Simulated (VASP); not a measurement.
# Si15C17 (a cell with a defect) in VASP: a series of runs

Runs on Si15C17 (a cell with a defect). Level: PBE. Tasks: single point.

All numbers are computed with VASP 6.6.1; they aren't measurements. Logs are shortened: lines on timing, memory, paths and dates and some standing lists are left out, and cuts for length are marked.

### 1 The cell of the first run

The cell holds a defect, 32 atoms: a = 6.188 Å, b = 6.188 Å, c = 10.129 Å, α = 90.00°, β = 90.00°, γ = 120.00°.

### 2 Single point, PBE

Input file INCAR:

```
SYSTEM = Si15C17
ALGO     = Normal         ! electronic algorithm
EDIFF    = 1E-6           ! SCF threshold, eV
ENCUT    = 520            ! plane-wave cutoff, eV
GGA      = PE             ! functional
ISIF     = 2              ! what is computed and relaxed
ISMEAR   = 0              ! smearing method
LASPH    = .True.         ! aspherical terms in the spheres
LCHARG   = .True.         ! write CHGCAR
LELF     = .True.         ! ELF
LREAL    = Auto         
LVHAR    = .True.       
LWAVE    = .False.        ! write WAVECAR
NBANDS   = 86             ! bands
NELM     = 60             ! most SCF steps
PREC     = Accurate       ! precision mode
SIGMA    = 0.01           ! smearing width, eV
```

Input file KPOINTS:

```
k-points
0
Gamma
  2 2 2
  0 0 0
```

Input file POSCAR:

```
Si15C17
1.0
    6.1882403624     -0.0000000001      0.0000000000
   -3.0941201812     -5.3591733585      0.0000000000
    0.0000000000      0.0000000000    -10.1293391981
C Si
17 15
Direct
    0.1666666667      0.3333333333      0.0637743471
    0.1666666667      0.3333333333      0.2298095493
    0.6658780731      0.3317561462      0.2505069564
    0.1682438538      0.8341219269      0.2505069564
    0.6658780731      0.8341219269      0.2505069564
    0.8338073838      0.1669036919      0.7499185172
    0.3330963081      0.1669036919      0.7499185172
    0.8333333333      0.6666666667      0.7579363820
    0.3330963081      0.6661926162      0.7499185172
    0.0010557762      0.0021115525      0.4971377858
    0.5000000000      0.0000000000      0.5004113392
    0.0010557762      0.4989442238      0.4971377858
    0.4978884475      0.4989442238      0.4971377858
    0.0146942838      0.0293885677      1.0063401781
    0.5000000000      0.0000000000      0.9985521573
    0.0146942838      0.4853057162      1.0063401781
    0.4706114323      0.4853057162      1.0063401781
    0.6642562333      0.3285124666      0.0634746759
    0.1714875334      0.8357437667      0.0634746759
    0.6642562333      0.8357437667      0.0634746759
    0.8341264724      0.1670632362      0.5616015187
    0.3329367638      0.1670632362      0.5616015187
    0.8333333333      0.6666666667      0.5615498869
    0.3329367638      0.6658735276      0.5616015187
    0.0013036159      0.4986963841      0.3067816049
    0.4973927681      0.4986963841      0.3067816049
    0.0013036159      1.0026072319      0.3067816049
    0.5000000000      1.0000000000      0.3133051118
    0.0031527001      0.4968472999      0.8160934644
    0.4936945997      0.4968472999      0.8160934644
    0.0031527001      1.0063054003      0.8160934644
    0.5000000000      1.0000000000      0.8111051213
```

Potentials or basis: VASP PAW PBE potentials, release 64 (C, Si).

Command:

```sh
$ cat potpaw_PBE.64/C/POTCAR potpaw_PBE.64/Si/POTCAR > POTCAR
$ mpirun -np 1 vasp_std > vasp.out
```

OUTCAR:

```text
SYSTEM = Si15C17
   EDIFF = 1E-6
   ENCUT = 520
   GGA = PE
   ISIF = 2
   ISMEAR = 0
   LASPH = .True.
   LREAL = Auto
   NELM = 60
   PREC = Accurate

 ion  position               nearest neighbor table
   1  0.167  0.333  0.064-   2 1.68  14 1.73  17 1.73  16 1.73
   2  0.167  0.333  0.230-   1 1.68  27 1.94  26 1.94  25 1.94
   3  0.666  0.332  0.251-  25 1.89  26 1.89  28 1.89  18 1.89
   4  0.168  0.834  0.251-  25 1.89  27 1.89  28 1.89  19 1.89
   5  0.666  0.834  0.251-  26 1.89  27 1.89  28 1.89  20 1.89
   6  0.834  0.167  0.750-  31 1.89  29 1.89  32 1.89  21 1.91
[... 9 lines left out ...]
  16  0.015  0.485  0.006-   1 1.73  29 1.93  19 1.97  18 1.97
  17  0.471  0.485  0.006-   1 1.73  30 1.93  20 1.97  18 1.97
  18  0.664  0.329  0.063-  15 1.88   3 1.89  16 1.97  17 1.97  20 3.05  19 3.05  25 3.06  26 3.06
                            28 3.08  29 3.09  30 3.09  32 3.10  20 3.14  19 3.14
  19  0.171  0.836  0.063-  15 1.88   4 1.89  16 1.97  14 1.97  20 3.05  18 3.05  25 3.06  27 3.06
                            28 3.08  29 3.09  31 3.09  32 3.10  20 3.14  18 3.14
  20  0.664  0.836  0.063-  15 1.88   5 1.89  17 1.97  14 1.97  18 3.05  19 3.05  26 3.06  27 3.06
                            28 3.08  30 3.09  31 3.09  32 3.10  18 3.14  19 3.14
  21  0.834  0.167  0.562-  10 1.89  12 1.89  11 1.89   6 1.91  22 3.09  24 3.09  28 3.09  23 3.09
                            23 3.09  32 3.10  22 3.10  24 3.10  31 3.13  29 3.13  27 3.13  25 3.13
  22  0.333  0.167  0.562-  13 1.89  10 1.89  11 1.89   7 1.91  24 3.09  21 3.09  28 3.09  23 3.09
                            23 3.09  32 3.10  24 3.10  21 3.10  30 3.13  31 3.13  26 3.13  27 3.13
  23  0.833  0.667  0.562-  12 1.91  10 1.91  13 1.91   8 1.99  21 3.09  24 3.09  22 3.09  22 3.09
                            21 3.09  24 3.09  25 3.15  27 3.15  26 3.15
  24  0.333  0.666  0.562-  13 1.89  12 1.89  11 1.89   9 1.91  22 3.09  21 3.09  28 3.09  23 3.09
                            23 3.09  32 3.10  22 3.10  21 3.10  30 3.13  29 3.13  26 3.13  25 3.13
  25  0.001  0.499  0.307-   4 1.89   3 1.89  12 1.93   2 1.94  19 3.06  18 3.06  27 3.07  26 3.07
                            28 3.09  28 3.09  27 3.12  26 3.12  21 3.13  24 3.13  23 3.15
  26  0.497  0.499  0.307-   5 1.89   3 1.89  13 1.93   2 1.94  20 3.06  18 3.06  25 3.07  27 3.07
                            28 3.09  28 3.09  25 3.12  27 3.12  24 3.13  22 3.13  23 3.15
  27  0.001  0.003  0.307-   5 1.89   4 1.89  10 1.93   2 1.94  20 3.06  19 3.06  25 3.07  26 3.07
                            28 3.09  28 3.09  25 3.12  26 3.12  21 3.13  22 3.13  23 3.15
  28  0.500  0.000  0.313-   5 1.89   3 1.89   4 1.89  11 1.90  20 3.08  18 3.08  19 3.08  22 3.09
                            24 3.09  21 3.09  26 3.09  27 3.09  25 3.09  25 3.09  26 3.09  27 3.09
  29  0.003  0.497  0.816-   6 1.89   9 1.89   8 1.91  16 1.93  31 3.04  30 3.04  32 3.09  32 3.09
                            19 3.09  18 3.09  21 3.13  24 3.13
  30  0.494  0.497  0.816-   9 1.89   7 1.89   8 1.91  17 1.93  29 3.04  31 3.04  32 3.09  32 3.09
                            20 3.09  18 3.09  24 3.13  22 3.13
  31  0.003  0.006  0.816-   6 1.89   7 1.89   8 1.91  14 1.93  29 3.04  30 3.04  32 3.09  32 3.09
                            20 3.09  19 3.09  21 3.13  22 3.13
  32  0.500  0.000  0.811-   7 1.89   9 1.89   6 1.89  15 1.90  30 3.09  31 3.09  29 3.09  29 3.09
                            30 3.09  31 3.09  22 3.10  24 3.10  21 3.10  20 3.10  18 3.10  19 3.10

  LATTYP: Found a hexagonal cell.
 ALAT       =     6.1882403624
 C/A-ratio  =     1.6368690621

  Lattice vectors:

 A1 = (   6.1882403624,  -0.0000000001,   0.0000000000)
 A2 = (  -3.0941201812,  -5.3591733585,   0.0000000000)
 A3 = (   0.0000000000,   0.0000000000, -10.1293391981)

Analysis of symmetry for initial positions (statically):
=====================================================================
 Subroutine PRICEL returns:
 Original cell was already a primitive cell.

 Routine SETGRP: Setting up the symmetry group for a
 hexagonal supercell.

 Subroutine GETGRP returns: Found  6 space group operations
 (whereof  2 operations were pure point group operations)
 out of a pool of 24 trial point group operations.

The static configuration has the point symmetry C_1h.
 The point group associated with its full space group is C_3v.

Analysis of symmetry for dynamics (positions and initial velocities):
=====================================================================
 Subroutine PRICEL returns:
 Original cell was already a primitive cell.

 Routine SETGRP: Setting up the symmetry group for a
 hexagonal supercell.

 Subroutine GETGRP returns: Found  6 space group operations
 (whereof  2 operations were pure point group operations)
 out of a pool of 24 trial point group operations.

The dynamic configuration has the point symmetry C_1h.
 The point group associated with its full space group is C_3v.

 Subroutine INISYM returns: Found  6 space group operations
 (whereof  2 operations are pure point group operations),
[... 97 lines left out ...]
    -0.000000000 -0.093297971  0.000000000     0.000000000  0.500000000  0.000000000
     0.000000000  0.000000000 -0.049361562     0.000000000  0.000000000  0.500000000

  Length of vectors
     0.093297971  0.093297971  0.049361562

  Shift w.r.t. Gamma in fractional coordinates (k-lattice)
     0.000000000  0.000000000  0.000000000

 Subroutine IBZKPT returns following result:
 ===========================================

 Found      4 irreducible k-points:

 Following reciprocal coordinates:
            Coordinates               Weight
  0.000000  0.000000  0.000000      1.000000
  0.500000  0.000000  0.000000      3.000000
  0.000000  0.000000  0.500000      1.000000
  0.500000  0.000000  0.500000      3.000000
   k-points           NKPTS =      4   k-points in BZ     NKDIM =      4   number of bands    NBANDS=     86
   number of dos      NEDOS =    301   number of ions     NIONS =     32
   total plane-waves  NPLWV = 184320
   dimension x,y,z NGX =    48 NGY =   48 NGZ =   80
   dimension x,y,z NGXF=    96 NGYF=   96 NGZF=  160
   ions per type =              17  15
   NGX,Y,Z   is equivalent  to a cutoff of  12.90, 12.90, 13.13 a.u.
   NGXF,Y,Z  is equivalent  to a cutoff of  25.79, 25.79, 26.26 a.u.
 SYSTEM =  Si15C17
   PREC   = accura    normal or accurate (medium, high low for compatibility)
   ISTART =      0    job   : 0-new  1-cont  2-samecut
   ICHARG =      2    charge: 1-file 2-atom 10-const
   ISPIN  =      1    spin polarized calculation?
   LNONCOLLINEAR =      F non collinear calculations
   LSORBIT =      F    spin-orbit coupling
   LASPH  =      T    aspherical Exc in radial PAW
   ENCUT  =  520.0 eV  38.22 Ry    6.18 a.u.  11.51 11.51 18.83*2*pi/ulx,y,z
   NELM   =     60;   NELMIN=  2; NELMDL= -5     # of ELM steps
   EDIFF  = 0.1E-05   stopping-criterion for ELM
   LREAL  =      T    real-space projection
   EDIFFG = 0.1E-04   stopping-criterion for IOM
   NSW    =      0    number of steps for IOM
   IBRION =     -1    ionic relax: 0-MD 1-quasi-New 2-CG
   NFREE  =      0    steps in history (QN), initial steepest desc. (CG)
   ISIF   =      2    stress and relaxation
   ISYM   =      2    0-nonsym 1-usesym 2-fastsym
   POTIM  = 0.5000    time-step for ionic-motion
   TEBEG  =    0.0;   TEEND  =   0.0 temperature during run
   PSTRESS=    0.0 pullay stress
   NELECT =     128.0000    total number of electrons
   NUPDOWN=      -1.0000    fix difference up-down
   EMIN   =  10.00;   EMAX   =-10.00  energy-range for DOS
   EFERMI =   0.00;   METHOD = LEGACY
   ISMEAR =     0;   SIGMA  =   0.01  broadening in eV -4-tet -1-fermi 0-gaus
   EFERMI_NEDOS =   21; number of points for ismear=-14 and -15
   IALGO  =     38    algorithm
   IMIX   =      4    mixing-type and parameters
     AMIX     =   0.40;   BMIX     =  1.00
     AMIX_MAG =   1.60;   BMIX_MAG =  1.00
  volume/ion in A,a.u.               =      10.50        70.84
  Fermi-wavevector in a.u.,A,eV,Ry     =   1.186851  2.242823 19.165368  1.408615
  Thomas-Fermi vector in A             =   2.323015
   LORBIT       =      0    0 simple, 1 ext, 2 COOP (PROOUT), +10 PAW based schemes
   GGA     = PE    functional components
   LHFCALC =     F    Hartree Fock is set to
   AEXX    =    0.0000 exact exchange contribution
   IVDW    =     0    specifies the selected vdW correction
   LEPSILON=     F    determine dielectric tensor
   LRPA    =     F    only Hartree local field effects (RPA)
 non-spin polarized calculation
 Gauss-broadening in eV      SIGMA  =   0.01
  energy-cutoff  :      520.00
  volume of cell :      335.93
 maximum number of plane-waves:      9074
 NGX is ok and might be reduce to    48
   NGX = 23   NGY = 23   NGZ = 37

 number of electron     128.0000002 magnetization

 Free energy of the ion-electron system (eV)
  ---------------------------------------------------
  ext. energy  EPLUGINS =         0.00000000
  ---------------------------------------------------
  free energy    TOTEN  =      -239.84331018 eV

  energy without entropy =     -239.84331018  energy(sigma->0) =     -239.84331018

 E-fermi :   7.9527     XC(G=0): -11.2329

 val. band max:        7.8482557964   @ k =   0.0000   0.0000   0.0000
 cond. band min:       9.8430583442   @ k =   0.0000   0.0000   0.0000
 fundamental gap:      1.9948025478
 Fermi energy:         7.9526607741

 k-point     1 :       0.0000    0.0000    0.0000
  band No.  band energies     occupation
      1      -7.7225      2.00000
      2      -6.6699      2.00000
      3      -6.3625      2.00000
      4      -4.9272      2.00000
      5      -4.1771      2.00000
      6      -4.1771      2.00000
[... 305 lines left out ...]
     75      13.1168      0.00000
     76      13.1932      0.00000
 [bands above 76 left out]

------------------------ aborting loop because EDIFF is reached ----------------------------------------

  FORCE on cell =-STRESS in cart. coord.  units (eV):
  Direction    XX          YY          ZZ          XY          YZ          ZX
  --------------------------------------------------------------------------------------
  -------------------------------------------------------------------------------------
  Total      -10.9082356    -10.9082356    -14.7141395      0.0000000      0.0000000      0.0000000
  in kB      -52.0258276    -52.0258276    -70.1777366      0.0000000      0.0000000      0.0000000
  external PRESSURE =     -58.0764639 kB  Pullay stress =       0.0000000 kB

 VOLUME and BASIS-vectors are now :
 -----------------------------------------------------------------------------
  energy-cutoff  :      520.00
  volume of cell :      335.93
      direct lattice vectors                 reciprocal lattice vectors
     6.188240362 -0.000000000  0.000000000     0.161596826 -0.093297971  0.000000000
    -3.094120181 -5.359173358  0.000000000    -0.000000000 -0.186595942  0.000000000
     0.000000000  0.000000000-10.129339198     0.000000000  0.000000000 -0.098723123

 POSITION                                       TOTAL-FORCE (eV/Angst)
 -----------------------------------------------------------------------------------
      0.00000     -1.78639     -0.64599         0.000000      0.000000      0.000743
      0.00000     -1.78639     -2.32782         0.000000      0.000000     -0.000361
      3.09412     -1.77794     -2.53747         0.000000     -0.005636     -0.006574
     -1.53974     -4.47020     -2.53747        -0.004881      0.002818     -0.006574
      1.53974     -4.47020     -2.53747         0.004881      0.002818     -0.006574
      4.64338     -0.89447     -7.59618        -0.002551      0.001473      0.001874
[... 24 lines left out ...]
     -0.00000     -0.03379     -8.26649         0.000000      0.003899      0.001823
      3.09412     -0.00000     -8.21596         0.000000      0.000000     -0.000891
 -----------------------------------------------------------------------------------
    total drift:                                0.000000     -0.000000     -0.020596

  FREE ENERGIE OF THE ION-ELECTRON SYSTEM (eV)
  ---------------------------------------------------
  free  energy   TOTEN  =      -239.8433101816 eV

  energy  without entropy=     -239.8433101816  energy(sigma->0) =     -239.84331018
```

It took 5 min on 1 thread of Intel Xeon 8259CL, shared host; peak memory 0.44 GiB.

What came out:

| Item | Value |
| --- | --- |
| Free energy | -239.8433 eV |
| Pressure | -5.8 GPa |
| Largest force | 0.015 eV/Å |
| Band gap on the k mesh | 1.99 eV |

Forces in eV/Å, atoms in the order of the input:
```
C    0.000  0.000  0.001
C    0.000  0.000  0.000
C    0.000 -0.006 -0.007
C   -0.005  0.003 -0.007
C    0.005  0.003 -0.007
C   -0.003  0.001  0.002
C    0.003  0.001  0.002
C    0.000  0.000 -0.015
C    0.000 -0.003  0.002
C    0.000 -0.001 -0.007
C    0.000  0.000  0.003
C    0.001  0.001 -0.007
C   -0.001  0.001 -0.007
C    0.000  0.005  0.003
C    0.000  0.000  0.007
C   -0.004 -0.003  0.003
C    0.004 -0.003  0.003
Si   0.000  0.003  0.000
Si   0.003 -0.002  0.000
Si  -0.003 -0.002  0.000
Si  -0.002  0.001  0.002
Si   0.002  0.001  0.002
Si   0.000  0.000  0.011
Si   0.000 -0.003  0.002
Si  -0.006 -0.003  0.003
Si   0.006 -0.003  0.003
Si   0.000  0.006  0.003
Si   0.000  0.000  0.002
Si  -0.003 -0.002  0.002
Si   0.003 -0.002  0.002
Si   0.000  0.004  0.002
Si   0.000  0.000 -0.001
```

Levels at points of the mesh, in eV from the valence-band top:
```tsv
k point	band 62	band 63	band 64	band 65	band 66	band 67
(0.00, 0.00, 0.00)	-0.08	0.00	0.00	1.99	2.18	2.18
(0.50, 0.00, 0.00)	-0.88	-0.64	-0.53	2.94	3.57	3.64
(0.00, 0.00, 0.50)	-0.30	-0.15	-0.15	2.15	2.51	2.51
(0.50, 0.00, 0.50)	-1.01	-0.89	-0.79	2.91	3.47	3.70
```

Caveat: the k points lie up to 0.59 Å⁻¹ apart.

### 3 Single point, PBE, collinear spin

Input file INCAR:

```
SYSTEM = Si15C17
ALGO = Normal
EDIFF = 1E-6
ENCUT = 520
GGA = PE
ISIF = 2
ISMEAR = 0
ISPIN = 2
LASPH = .TRUE.
LCHARG = .FALSE.
LORBIT = 11
LREAL = Auto
LWAVE = .FALSE.
MAGMOM = 0.2 0.2 0 0 0 0 0 0 0 0 0 0 0 0.2 0 0.2 0.2 0 0 0 0 0 0 0 0 0 0 0 0 0 0 0
NBANDS = 90
NELECT = 127.0
NELM = 150
PREC = Accurate
SIGMA = 0.01
```

Input file KPOINTS:

```
k-points
0
G
  2 2 2
  0 0 0
```

Input file POSCAR:

```
Si15C17
1.0
    6.1882403624     -0.0000000001      0.0000000000
   -3.0941201812     -5.3591733585      0.0000000000
    0.0000000000      0.0000000000    -10.1293391981
C Si
17 15
Direct
    0.1666666667      0.3333333333      0.0642013056
    0.1666666667      0.3333333333      0.2284986690
    0.6658457084      0.3316914169      0.2501677130
    0.1683085831      0.8341542916      0.2501677130
    0.6658457084      0.8341542916      0.2501677130
    0.8338486627      0.1669243313      0.7499259423
    0.3330756687      0.1669243313      0.7499259423
    0.8333333333      0.6666666667      0.7580399798
    0.3330756687      0.6661513373      0.7499259423
    0.0010057551      0.0020115102      0.4971099860
    0.5000000000      0.0000000000      0.5005868006
    0.0010057551      0.4989942449      0.4971099860
    0.4979884898      0.4989942449      0.4971099860
    0.0153944987      0.0307889974      1.0064823525
    0.5000000000      0.0000000000      0.9981196862
    0.0153944987      0.4846055013      1.0064823525
    0.4692110026      0.4846055013      1.0064823525
    0.6643716651      0.3287433302      0.0634557728
    0.1712566698      0.8356283349      0.0634557728
    0.6643716651      0.8356283349      0.0634557728
    0.8342117625      0.1671058813      0.5616492458
    0.3328941187      0.1671058813      0.5616492458
    0.8333333333      0.6666666667      0.5620315548
    0.3328941187      0.6657882375      0.5616492458
    0.0011720492      0.4988279508      0.3076704025
    0.4976559015      0.4988279508      0.3076704025
    0.0011720492      1.0023440985      0.3076704025
    0.5000000000      1.0000000000      0.3138896728
    0.0031159729      0.4968840271      0.8156301929
    0.4937680541      0.4968840271      0.8156301929
    0.0031159729      1.0062319459      0.8156301929
    0.5000000000      1.0000000000      0.8103655070
```

Potentials or basis: VASP PAW PBE potentials, release 64 (C, Si).

Command:

```sh
$ cat potpaw_PBE.64/C/POTCAR potpaw_PBE.64/Si/POTCAR > POTCAR
$ mpirun -np 1 vasp_std > vasp.out
```

Wall time 12 min (1 thread of Intel Xeon 8259CL, shared host); peak memory 0.63 GiB.

It converged, with:

* Free energy: -247.6152 eV
* Largest force: 0.020 eV/Å
* Net moment: 0.25 μB per cell
* Site moments: C -0.00, +0.02, +0.00, +0.01; Si -0.00, +0.00 μB
* Valence electrons inside the program's atomic spheres: C 2.20, 2.42, 2.53, 2.52, 2.47, 2.51, 2.38; Si 1.64, 1.66, 1.61, 1.65

Forces on the atoms (eV/Å):
```
C    0.000  0.000  0.010
C    0.000  0.000 -0.020
C    0.000 -0.005 -0.002
C   -0.005  0.003 -0.002
C    0.005  0.003 -0.002
C   -0.002  0.001  0.003
C    0.002  0.001  0.003
C    0.000  0.000 -0.016
C    0.000 -0.003  0.003
C    0.000 -0.003 -0.004
C    0.000  0.000  0.000
C    0.002  0.001 -0.004
C   -0.002  0.001 -0.004
C    0.000  0.004  0.007
C    0.000  0.000 -0.014
C   -0.003 -0.002  0.007
C    0.003 -0.002  0.007
Si   0.000  0.005  0.001
Si   0.004 -0.002  0.001
Si  -0.004 -0.002  0.001
Si  -0.002  0.001  0.001
Si   0.002  0.001  0.001
Si   0.000  0.000  0.005
Si   0.000 -0.003  0.001
Si  -0.004 -0.002  0.003
Si   0.004 -0.002  0.003
Si   0.000  0.004  0.003
Si   0.000  0.000  0.004
Si   0.000  0.000  0.003
Si   0.000  0.000  0.003
Si   0.000  0.000  0.003
Si   0.000  0.000 -0.005
```

Levels at points of the mesh, in eV from the Fermi level:
Spin up:
```tsv
k point	band 60	band 61	band 62	band 63	band 64	band 65	band 66	band 67	band 68	band 69
(0.00, 0.00, 0.00)	-0.40	-0.40	0.07	0.15	0.15	2.19	2.41	2.41	2.50	2.55
(0.50, 0.00, 0.00)	-1.34	-0.76	-0.72	-0.47	-0.37	3.13	3.79	3.86	3.94	4.14
(0.00, 0.00, 0.50)	-0.84	-0.09	-0.09	-0.02	-0.02	2.35	2.74	2.74	2.82	2.88
(0.50, 0.00, 0.50)	-0.97	-0.95	-0.83	-0.73	-0.64	3.11	3.67	3.95	3.97	4.08
```
Spin down:
```csv
k point,band 60,band 61,band 62,band 63,band 64,band 65,band 66,band 67
"(0.00, 0.00, 0.00)",-0.38,-0.38,0.08,0.18,0.18,2.20,2.42,2.42
"(0.50, 0.00, 0.00)",-1.32,-0.76,-0.71,-0.45,-0.35,3.14,3.80,3.87
"(0.00, 0.00, 0.50)",-0.84,-0.09,-0.09,0.02,0.02,2.35,2.74,2.74
"(0.50, 0.00, 0.50)",-0.96,-0.94,-0.81,-0.70,-0.61,3.11,3.67,3.96
```

Caveat: the k points lie up to 0.59 Å⁻¹ apart; the cell carries a net charge on a neutralising background, which shifts energy and pressure; the cell is charged against a uniform background, so pressure and absolute levels hang on convention.
